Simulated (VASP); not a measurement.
A run of VASP 6.6.1 is set up as follows.

The input INCAR:

```
SYSTEM = MoS
ALGO = Normal
DIPOL = 0.5 0.5 0.500
EDIFF = 1E-7
ENCUT = 520
GGA = PS
IDIPOL = 3
ISIF = 2
ISMEAR = 0
LASPH = .True.
LCHARG = .False.
LDIPOL = .True.
LREAL = .False.
LWAVE = .False.
NBANDS = 28
NELM = 60
PREC = Accurate
SIGMA = 0.1
```

File KPOINTS:

```
k-points
0
Gamma
  12 12 1
  0 0 0
```

Contents of POSCAR:

```
MoS
1.0
    3.1204068979      0.0000000000      0.0000000000
   -1.5602034489      2.7023516437      0.0000000000
    0.0000000000      0.0000000000     21.0860250635
Mo S
2 2
Direct
    0.6666666667      0.3333333333      0.3600481951
    0.3333333333      0.6666666667      0.6399518047
    0.3333333333      0.6666666667      0.4303588972
    0.6666666667      0.3333333333      0.5696411030
```

Potentials or basis: VASP PAW PBE potentials, release 64 (Mo_sv, S).

Launch:

```console
$ cat potpaw_PBE.64/Mo_sv/POTCAR potpaw_PBE.64/S/POTCAR > POTCAR
$ mpirun -np 1 vasp_std > vasp.out
```

Problem. What does it give for the largest force?

Solution. 0.016 eV/Å.

Problem. Predict the band gap on the k mesh.

Solution. Zero (band 20 reaches 0.89 eV, above the bottom of band 21 at 0.73 eV).

Forces in eV/Å, atoms in the order of the input:
```
Mo   0.000  0.000 -0.016
Mo   0.000  0.000  0.016
S    0.000  0.000  0.004
S    0.000  0.000 -0.004
```

Caveat: the PAW data sets were made with another functional, which shifts forces and pressure a little.
